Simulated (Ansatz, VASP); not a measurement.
# One calculation of Ta, two programs

INCAR

```
SYSTEM = Ta
ALGO = Normal ; EDIFF = 1E-7
ENCUT = 520 ; GGA = PE
ISIF = 2 ; ISMEAR = 0
LASPH = .TRUE. ; LCHARG = .FALSE.
LREAL = .FALSE. ; LWAVE = .FALSE.
NBANDS = 12 ; NELM = 100
PREC = Accurate ; SIGMA = 0.15
```

The input KPOINTS:

```
k-points
0
G
  20 20 20
  0 0 0
```

File POSCAR:

```
Ta
1.0
   -1.6920330795      1.6920330795      1.6920330795
    1.6920330795     -1.6920330795      1.6920330795
    1.6920330795      1.6920330795     -1.6920330795
Ta
1
Direct
    0.0000000000      0.0000000000      0.0000000000
```

Input for Ansatz:

```yaml
crystal:
  lattice:
    - [-1.6920330795, 1.6920330795, 1.6920330795]
    - [1.6920330795, -1.6920330795, 1.6920330795]
    - [1.6920330795, 1.6920330795, -1.6920330795]
  atoms:
    - { symbol: Ta, position: [0.0, 0.0, 0.0] }
basis:
  ecutwfc: 420
kpoints:
  mp_grid: { grid: [20, 20, 20] }
hamiltonian:
  xc: pbe
  pseudopotentials: { kind: paw, azcp: { folder: soft_1 } }
scf:
  occupations: { method: gaussian, width: 0.15 }
output:
  forces: true
  stress: true
  eigenvalues: true
```

Alike in both runs: task single point; functional PBE; k mesh 20 × 20 × 20; occupations gaussian, width 0.15 eV; no spin polarisation.

|  | VASP | Ansatz |
| --- | --- | --- |
| version | VASP 6.6.1 | Ansatz 0.2.0 |
| potentials or method | VASP PAW PBE potentials, release 64 (Ta_pv), cutoff 520 eV | scalar-relativistic, plane waves, PAW |
| valence electrons in the cell | 11 | 13 |

|  | VASP | Ansatz | Ansatz less VASP |
| --- | --- | --- | --- |
| gap on the k mesh at the Fermi level (eV) | none | none | - |
| pressure (GPa) | -10.1 | -10.1 | 0.00 |

A gap of «none» marks a metal or a gap that the smearing closes. VASP's potentials hold 11 valence electrons a cell and Ansatz's 13, so a difference there can come from the potentials and not from the codes.

Spin-orbit coupling is off throughout.
